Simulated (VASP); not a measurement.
Here is a VASP 6.6.1 calculation.

POSCAR

```
Sb
1.0
    2.1542000000      1.2437300000      3.7580000000
   -2.1542000000      1.2437300000      3.7580000000
    0.0000000000     -2.4874600000      3.7580000000
Sb
2
Direct
    0.2334900000      0.2334900000      0.2334900000
    0.7665100000      0.7665100000      0.7665100000
```

INCAR.step1

```
  PREC = Accurate
  ENCUT = 600
  ISMEAR = -1
  SIGMA = 0.1
  LREAL = False
  LASPH = True
  NELM = 80
  GGA = PE
  ALGO = Normal
  EDIFF = 1E-4
  LWAVE = True
  LCHARG = False
```

Contents of INCAR.step2:

```
  PREC = Accurate
  ENCUT = 600
  EDIFF = 1E-6
  ISMEAR = -1
  SIGMA = 0.1
  LREAL = False
  LASPH = True
  NELM = 80
  ALGO = Normal
  ISIF = 3
  LWAVE = False
  LCHARG = False
  METAGGA = R2SCAN
  LMIXTAU = True
  LUSE_VDW = True
  IVDW_NL = 2
  BPARAM = 11.95
  CPARAM = 0.0093
  IBRION = 2
  NSW = 80
  EDIFFG = -0.02
  ISTART = 1
```

The input KPOINTS:

```
regular mesh
0
Gamma
  11 11 11
```

Potentials or basis: VASP PAW PBE potentials, release 64 (Sb).

The run is started by

```console
$ cat potpaw_PBE.64/Sb/POTCAR > POTCAR
$ cp INCAR.step1 INCAR
$ mpirun -np 1 vasp_std > vasp.out
$ cp INCAR.step2 INCAR
$ mpirun -np 1 vasp_std > vasp.out
```

Question: Estimate the band gap on the k mesh.

Answer: Zero (bands 5 and 6 overlap by 0.19 eV).

Question: What does it give for the relaxed volume?

Answer: 30.72 Å³/atom.

Question: What does it give for the relaxed cell?

Answer: a = 4.531 Å, b = 4.531 Å, c = 4.531 Å, α = 57.16°, β = 57.16°, γ = 57.16°.

Final structure:
```
Sb
1.0
     2.16717    1.25122    3.77670
    -2.16717    1.25122    3.77670
     0.00000   -2.50244    3.77670
Sb
2
Direct
  0.23379 0.23379 0.23379
  0.76621 0.76621 0.76621
```

Caveat: the PAW data sets were made with another functional, which shifts forces and pressure a little; spin-orbit coupling is left out, which moves the levels of the heavy elements. Zero-point motion and thermal expansion aren't in these numbers.
